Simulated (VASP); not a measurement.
# Pt (Fm-3m) in VASP: notebook

The runs below take Pt through single point, with PBE.

Program: VASP 6.6.1. These are calculated values, not measurements. Logs are shortened: lines on timing, memory, paths and dates and some standing lists are left out, and cuts for length are marked.

## 1. The cell of the first run

Symmetry: Fm-3m, No. 225, cubic system. Conventional cell: a = 3.922 Å, b = 3.922 Å, c = 3.922 Å, α = 90.00°, β = 90.00°, γ = 90.00°. Pt (site symmetry m-3m) has 12 Pt at 2.77 Å within 3.7 Å.

## 2. Single point, PBE

INCAR reads:

```
ALGO = Normal
EDIFF = 1E-6
ENCUT = 500
GGA = PE
GGA_COMPAT = F
ISIF = 2
ISMEAR = 1
LASPH = T
LCHARG = T
LELF = T
LREAL = F
LVHAR = T
LWAVE = F
NBANDS = 11
NELM = 120
PREC = Accurate
SIGMA = 0.1
```

KPOINTS reads:

```
k-points
0
Gamma
  6 6 6
```

POSCAR reads:

```
Pt
1.0
    0.0000000000      1.9609000000      1.9609000000
    1.9609000000      0.0000000000      1.9609000000
    1.9609000000      1.9609000000      0.0000000000
Pt
1
Direct
    0.0000000000      0.0000000000      0.0000000000
```

Potentials or basis: VASP PAW PBE potentials, release 64 (Pt).

The run is started by

```bash
$ cat potpaw_PBE.64/Pt/POTCAR > POTCAR
$ mpirun -np 1 vasp_std > vasp.out
```

OUTCAR:

```text
EDIFF = 1E-6
   ENCUT = 500
   GGA = PE
   ISIF = 2
   ISMEAR = 1
   LASPH = T
   LREAL = F
   NELM = 120
   PREC = Accurate

 ion  position               nearest neighbor table
   1  0.000  0.000  0.000-

  LATTYP: Found a face centered cubic cell.
 ALAT       =     3.9218000000

  Lattice vectors:

 A1 = (   0.0000000000,   1.9609000000,   1.9609000000)
 A2 = (   1.9609000000,   0.0000000000,   1.9609000000)
 A3 = (   1.9609000000,   1.9609000000,   0.0000000000)

Analysis of symmetry for initial positions (statically):
[... 33 lines left out ...]
                                     Primitive cell

  volume of cell :      15.0798

  direct lattice vectors                    reciprocal lattice vectors
     0.000000000  1.960900000  1.960900000    -0.254984956  0.254984956  0.254984956
     1.960900000  0.000000000  1.960900000     0.254984956 -0.254984956  0.254984956
     1.960900000  1.960900000  0.000000000     0.254984956  0.254984956 -0.254984956

  length of vectors
     2.773131374  2.773131374  2.773131374     0.441646899  0.441646899  0.441646899

  position of ions in fractional coordinates (direct lattice)
     0.000000000  0.000000000  0.000000000

  ion indices of the primitive-cell ions
   primitive index   ion index
                 1           1

----------------------------------------------------------------------------------------

 KPOINTS: k-points

Automatic generation of k-mesh.
 Grid dimensions read from file:
 generate k-points for:    6    6    6

 Generating k-lattice:

  Cartesian coordinates                     Fractional coordinates (reciprocal lattice)
    -0.042497493  0.042497493  0.042497493     0.166666667  0.000000000  0.000000000
     0.042497493 -0.042497493  0.042497493     0.000000000  0.166666667  0.000000000
     0.042497493  0.042497493 -0.042497493     0.000000000  0.000000000  0.166666667

  Length of vectors
     0.073607816  0.073607816  0.073607816

  Shift w.r.t. Gamma in fractional coordinates (k-lattice)
     0.000000000  0.000000000  0.000000000

 Subroutine IBZKPT returns following result:
 ===========================================

 Found     16 irreducible k-points:

 Following reciprocal coordinates:
[... 6 lines left out ...]
  0.333333  0.166667  0.000000     24.000000
[... 8 lines left out ...]
 -0.333333  0.333333  0.166667     24.000000
 -0.333333  0.500000  0.166667     12.000000
   k-points           NKPTS =     16   k-points in BZ     NKDIM =     16   number of bands    NBANDS=     11
   number of dos      NEDOS =    301   number of ions     NIONS =      1
   total plane-waves  NPLWV =   8000
   dimension x,y,z NGX =    20 NGY =   20 NGZ =   20
   dimension x,y,z NGXF=    40 NGYF=   40 NGZF=   40
   ions per type =               1
[... 18 lines left out ...]
   ISIF   =      2    stress and relaxation
   ISYM   =      2    0-nonsym 1-usesym 2-fastsym
   POTIM  = 0.5000    time-step for ionic-motion
   TEBEG  =    0.0;   TEEND  =   0.0 temperature during run
   PSTRESS=    0.0 pullay stress
   NELECT =      10.0000    total number of electrons
   NUPDOWN=      -1.0000    fix difference up-down
   EMIN   =  10.00;   EMAX   =-10.00  energy-range for DOS
   EFERMI =   0.00;   METHOD = LEGACY
   ISMEAR =     1;   SIGMA  =   0.10  broadening in eV -4-tet -1-fermi 0-gaus
   EFERMI_NEDOS =   21; number of points for ismear=-14 and -15
   IALGO  =     38    algorithm
   IMIX   =      4    mixing-type and parameters
     AMIX     =   0.40;   BMIX     =  1.00
     AMIX_MAG =   1.60;   BMIX_MAG =  1.00
  volume/ion in A,a.u.               =      15.08       101.76
  Fermi-wavevector in a.u.,A,eV,Ry     =   1.427609  2.697791 27.729605  2.038068
  Thomas-Fermi vector in A             =   2.547760
   LORBIT       =      0    0 simple, 1 ext, 2 COOP (PROOUT), +10 PAW based schemes
   GGA     = PE    functional components
   LHFCALC =     F    Hartree Fock is set to
   AEXX    =    0.0000 exact exchange contribution
   IVDW    =     0    specifies the selected vdW correction
   LEPSILON=     F    determine dielectric tensor
   LRPA    =     F    only Hartree local field effects (RPA)
 non-spin polarized calculation
 Methfessel and Paxton  Order N= 1 SIGMA  =   0.10
  energy-cutoff  :      500.00
  volume of cell :       15.08
 maximum number of plane-waves:       392
   NGX = 11   NGY = 11   NGZ = 11

 number of electron      10.0000001 magnetization

 Free energy of the ion-electron system (eV)
  ---------------------------------------------------
  ext. energy  EPLUGINS =         0.00000000
  ---------------------------------------------------
  free energy    TOTEN  =        -6.19204838 eV

  energy without entropy =       -6.19145264  energy(sigma->0) =       -6.19184980

 E-fermi :  11.2646     XC(G=0): -13.4978

 val. band max:       11.2296316046   @ k =   0.5000   0.5000   0.0000
 cond. band min:      11.2668977671   @ k =   0.5000   0.0000   0.0000
 fundamental gap:      0.0372661625
 Fermi energy:        11.2645786022

 k-point     1 :       0.0000    0.0000    0.0000
  band No.  band energies     occupation
      1       1.0487      2.00000
      2       7.4485      2.00000
      3       7.4485      2.00000
      4       7.4485      2.00000
      5       9.5960      2.00000
      6       9.5960      2.00000
      7      25.9146      0.00000
      8      30.8747      0.00000
      9      30.8747      0.00000
     10      30.8747      0.00000
     11      36.2259      0.00000
[... 197 lines left out ...]
 k-point    16 :      -0.3333    0.5000    0.1667
  band No.  band energies     occupation
      1       5.1139      2.00000
      2       5.5544      2.00000
      3       8.2235      2.00000
      4       9.8527      2.00000
      5      11.7226     -0.00000
      6      17.2800      0.00000
      7      18.6523      0.00000
      8      21.3093      0.00000
      9      23.2556      0.00000
     10      34.7673      0.00000
     11      35.7167      0.00000

------------------------ aborting loop because EDIFF is reached ----------------------------------------

  FORCE on cell =-STRESS in cart. coord.  units (eV):
  Direction    XX          YY          ZZ          XY          YZ          ZX
  --------------------------------------------------------------------------------------
  -------------------------------------------------------------------------------------
  Total        0.6331651      0.6331651      0.6331651     -0.0000000     -0.0000000     -0.0000000
  in kB       67.2715126     67.2715126     67.2715126     -0.0000000     -0.0000000     -0.0000000
  external PRESSURE =      67.2715126 kB  Pullay stress =       0.0000000 kB

 VOLUME and BASIS-vectors are now :
 -----------------------------------------------------------------------------
  energy-cutoff  :      500.00
  volume of cell :       15.08
      direct lattice vectors                 reciprocal lattice vectors
     0.000000000  1.960900000  1.960900000    -0.254984956  0.254984956  0.254984956
     1.960900000  0.000000000  1.960900000     0.254984956 -0.254984956  0.254984956
     1.960900000  1.960900000  0.000000000     0.254984956  0.254984956 -0.254984956

 POSITION                                       TOTAL-FORCE (eV/Angst)
 -----------------------------------------------------------------------------------
      0.00000      0.00000      0.00000         0.000000      0.000000      0.000000
 -----------------------------------------------------------------------------------
    total drift:                                0.000000      0.000000      0.000000

  FREE ENERGIE OF THE ION-ELECTRON SYSTEM (eV)
  ---------------------------------------------------
  free  energy   TOTEN  =        -6.1920483848 eV

  energy  without entropy=       -6.1914526386  energy(sigma->0) =       -6.19184980
```

OSZICAR:

```text
N       E                     dE             d eps       ncg     rms          rms(c)
DAV:   1     0.355609127814E+02    0.35561E+02   -0.54903E+03   368   0.845E+02
DAV:   2    -0.611735164205E+01   -0.41678E+02   -0.39744E+02   391   0.168E+02
DAV:   3    -0.658322636899E+01   -0.46587E+00   -0.46485E+00   406   0.174E+01
DAV:   4    -0.658505473628E+01   -0.18284E-02   -0.18282E-02   409   0.124E+00
DAV:   5    -0.658506895595E+01   -0.14220E-04   -0.14221E-04   409   0.102E-01    0.126E+01
DAV:   6    -0.624014833120E+01    0.34492E+00   -0.73741E-01   388   0.698E+00    0.656E+00
DAV:   7    -0.619566457350E+01    0.44484E-01   -0.16284E-01   397   0.322E+00    0.234E+00
DAV:   8    -0.619231732798E+01    0.33472E-02   -0.59404E-03   379   0.669E-01    0.645E-01
DAV:   9    -0.619204656468E+01    0.27076E-03   -0.12856E-04   382   0.102E-01    0.634E-02
DAV:  10    -0.619204852539E+01   -0.19607E-05   -0.41019E-06   437   0.162E-02    0.593E-03
DAV:  11    -0.619204838481E+01    0.14059E-06   -0.35532E-08   221   0.179E-03
   1 F= -.61920484E+01 E0= -.61918498E+01  d E =-.595746E-03
```

stdout:

```text
POSCAR found type information on POSCAR Pt
 POSCAR found :  1 types and       1 ions
 scaLAPACK will be used
 LDA part: xc-table for (Slater+PW92), standard interpolation
 POSCAR, INCAR and KPOINTS ok, starting setup
 FFT: planning ... GRIDC
 FFT: planning ... GRID_SOFT
 FFT: planning ... GRID
 WAVECAR not read
 entering main loop
```

It took 8.6 s on 1 thread of Intel Xeon 8259CL, shared host; peak memory 0.12 GiB.

What came out:

```
Free energy            : -6.1920 eV
Pressure               : 6.7 GPa
Band gap on the k mesh : zero (band 5 reaches 11.72 eV, above the bottom of band 6 at 9.49 eV)
```

Caveat: the k points lie up to 0.46 Å⁻¹ apart; spin-orbit coupling is left out, which moves the levels of the heavy elements.

(Continued in part 2 of 2.)
